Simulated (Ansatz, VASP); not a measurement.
## Mo in VASP and in Ansatz

```
Mo
1.0
     2.53507    0.00000    0.00000
     0.00000    2.53507    0.00000
     0.00000    0.00000    2.53507
Mo
1
Direct
  0.00000 0.00000 0.00000
```

Alike in both runs: task relaxation of cell and atoms; functional LDA; k mesh 17 × 17 × 17; occupations fermi-dirac, width 0.05 eV; no spin polarisation.

```csv
,VASP,Ansatz
version,VASP 6.6.1,Ansatz 0.2.0
potentials or method,"VASP PAW LDA potentials, release 64 (Mo_sv)","PAW with Ansatz's default frozen-core files, scalar-relativistic"
plane-wave cutoff (eV),600,420
valence electrons in the cell,14,14
```

```tsv
	VASP	Ansatz	Ansatz less VASP
relaxed volume (Å³/atom)	16.75	16.67	-0.075
relaxed cell length with the largest relative difference (Å)	2.559	2.555	-0.0038
```

LDA's correlation is that of Perdew and Zunger in VASP and of Perdew and Wang (1992) in Ansatz.
